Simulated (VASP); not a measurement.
A run of VASP 6.6.1 is set up as follows.

Contents of POSCAR:

```
BaTiO3
1.0
    3.9940959549      0.0000000000      0.0000000000
    0.0000000000      3.9940959549      0.0000000000
    0.0000000000      0.0000000000      3.9940959549
Ba Ti O
1 1 3
Direct
    0.5000000000      0.5000000000      0.5000000000
    0.0000000000      0.0000000000      0.0000000000
    0.5000000000      0.0000000000      0.0000000000
    0.0000000000      0.5000000000      0.0000000000
    0.0000000000      0.0000000000      0.5000000000
```

File INCAR.step1:

```
SYSTEM = BaTiO3
ALGO = Normal
EDIFF = 1E-4
ENCUT = 520
GGA = PE
ISMEAR = 0
LASPH = .TRUE.
LCHARG = .FALSE.
LREAL = .FALSE.
LWAVE = .TRUE.
NBANDS = 28
NELM = 80
PREC = Accurate
SIGMA = 0.01
```

File INCAR.step2:

```
SYSTEM = BaTiO3
ALGO = Normal
EDIFF = 1E-6
ENCUT = 520
ISIF = 2
ISMEAR = 0
ISTART = 1
LASPH = .TRUE.
LCHARG = .TRUE.
LELF = .TRUE.
LMIXTAU = .TRUE.
LREAL = .FALSE.
LVHAR = .TRUE.
LWAVE = .FALSE.
METAGGA = R2SCAN
NBANDS = 28
NELM = 80
PREC = Accurate
SIGMA = 0.01
```

Contents of KPOINTS:

```
k-points
0
G
  6 6 6
  0 0 0
```

Potentials or basis: VASP PAW PBE potentials, release 64 (Ba_sv, Ti_sv, O).

Launch:

```sh
$ cat potpaw_PBE.64/Ba_sv/POTCAR potpaw_PBE.64/Ti_sv/POTCAR potpaw_PBE.64/O/POTCAR > POTCAR
$ cp INCAR.step1 INCAR
$ mpirun -np 1 vasp_std > vasp.out
$ cp INCAR.step2 INCAR
$ mpirun -np 1 vasp_std > vasp.out
```

Problem. What does it give for the band gap on the k mesh?

Solution. 2.15 eV, indirect (least direct gap 2.30 eV).

Problem. What does it give for the pressure?

Solution. 2.0 GPa.

Caveat: the PAW data sets were made with another functional, which shifts forces and pressure a little; spin-orbit coupling is left out, which moves the levels of the heavy elements. r2SCAN opens gaps a little over a GGA but as a rule still falls short of measured ones.
